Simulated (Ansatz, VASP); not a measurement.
One calculation of P, two programs

```
P
1.0
     0.00000    2.73910    2.73910
     2.73910    0.00000    2.73910
     2.73910    2.73910    0.00000
P
2
Direct
  0.12500 0.12500 0.12500
  0.87500 0.87500 0.87500
```

Alike in both runs: functional PBE; k mesh 10 × 10 × 10; occupations fermi-dirac, width 0.1 eV; no spin polarisation.

Ansatz relaxed the structure, and its values are those at the end. VASP's run is a single point on that final structure, the one shown.

|  | VASP | Ansatz |
| --- | --- | --- |
| version | VASP 6.6.1 | Ansatz 0.2.0 |
| potentials or method | VASP PAW PBE potentials, release 64 (P), cutoff 520 eV | plane waves (420 eV) with PAW, scalar-relativistic |
| valence electrons in the cell | 10 | 10 |

|  | VASP | Ansatz | Ansatz less VASP |
| --- | --- | --- | --- |
| pressure (GPa) | -0.1 | 0.0 | +0.12 |

The functional is the same, so the differences come from potentials, cutoffs and numerics.
